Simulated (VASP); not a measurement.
Here is a VASP 6.6.1 calculation.

File INCAR:

```
SYSTEM = KF
PREC     = Accurate       ! precision mode
ENCUT    = 520            ! plane-wave cutoff, eV
EDIFF    = 1E-6           ! SCF threshold, eV
ISMEAR   = -1             ! smearing method
SIGMA    = 0.05           ! smearing width, eV
LREAL    = .FALSE.        ! projectors in reciprocal space
LASPH    = .TRUE.         ! aspherical terms in the spheres
NELM     = 60             ! most SCF steps
ALGO     = Normal         ! electronic algorithm
ISIF     = 2              ! what is computed and relaxed
LWAVE    = .FALSE.        ! write WAVECAR
LCHARG   = .FALSE.        ! write CHGCAR
GGA      = PE             ! functional
NBANDS   = 15             ! bands
```

KPOINTS

```
Automatic mesh
0
G
  9 9 9
  0 0 0
```

The input POSCAR:

```
KF
1.0
    0.0000000000      2.7242525196      2.7242525196
    2.7242525196      0.0000000000      2.7242525196
    2.7242525196      2.7242525196      0.0000000000
K F
1 1
Direct
    0.0000000000      0.0000000000      0.0000000000
    0.5000000000      0.5000000000      0.5000000000
```

Potentials or basis: VASP PAW PBE potentials, release 64 (K_sv, F).

Run with:

```sh
$ cat potpaw_PBE.64/K_sv/POTCAR potpaw_PBE.64/F/POTCAR > POTCAR
$ mpirun -np 1 vasp_std > vasp.out
```

Q: Estimate the band gap on the k mesh.

A: 5.87 eV.

Q: What does it give for the pressure?

A: -0.4 GPa.

Caveat: an odd mesh through Γ misses points on the zone boundary, where band edges can lie.
